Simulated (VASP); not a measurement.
Al3Si2B:

```
CELL_PARAMETERS angstrom
5.13437 0.00000 0.00000
-2.56719 4.44650 0.00000
0.00000 0.00000 4.39575
ATOMIC_POSITIONS crystal
Al 0.50000 0.00000 0.00000
Al 0.00000 0.50000 0.00000
Al 0.50000 0.50000 0.00000
Si 0.33333 0.66667 0.42965
Si 0.66667 0.33333 0.57035
B 0.00000 0.00000 0.50000
```

The cell was generated, and may not be a known phase.

```yaml
Program: VASP 6.6.1
Task: relaxation of cell and atoms
Functional: PBE
Potentials_or_basis: VASP PAW PBE potentials, release 64 (Al, Si, B)
Cutoff: 600 eV
k_mesh: 6 × 6 × 4
Occupations: gaussian, width 0.1 eV
Spin: no spin polarisation
```

At the start: pressure 6.2 GPa; volume 16.73 Å³/atom.

Question: Where does the relaxation end?

Answer: Over 11 steps the energy falls by 184.4 meV/atom and the volume is 17.42 Å³/atom (+4.2 %); space group P-3m1 (No. 164, to 0.1 Å) before, P6/mmm (No. 191, to 0.1 Å).

Step by step:
| step | energy change (eV) | largest force (eV/Å) | pressure (GPa) | volume (Å³) |
| --- | --- | --- | --- | --- |
| 1 | 0.0000 | 2.6634 | 6.25 | 100.35 |
| 2 | -0.5532 | 1.0049 | -2.51 | 110.13 |
| 3 | -0.5674 | 0.7651 | -3.80 | 112.40 |
| 4 | -0.9227 | 0.4520 | -2.54 | 108.44 |
| 5 | -0.2839 | 2.3738 | 10.87 | 96.30 |
| 6 | -1.0826 | 0.2435 | -0.35 | 105.15 |
| 7 | -1.1036 | 0.0141 | 0.31 | 103.83 |
| 8 | -1.1040 | 0.0379 | 0.49 | 103.58 |
| 9 | -1.1058 | 0.0625 | 0.09 | 104.39 |
| 10 | -1.1059 | 0.0587 | 0.15 | 104.26 |
| 11 | -1.1063 | 0.0220 | -0.03 | 104.55 |

Final structure:
```
Al Si B
1.0
     5.41416    0.00000    0.00000
    -2.70708    4.68880    0.00000
     0.00000    0.00000    4.11826
Al Si B
3 2 1
Direct
  0.50000 0.00000 0.00000
  0.00000 0.50000 0.00000
  0.50000 0.50000 0.00000
  0.33333 0.66667 0.50054
  0.66667 0.33333 0.49946
  0.00000 0.00000 0.50000
```

Caveat: the highest band is partly filled, so the run has too few bands.
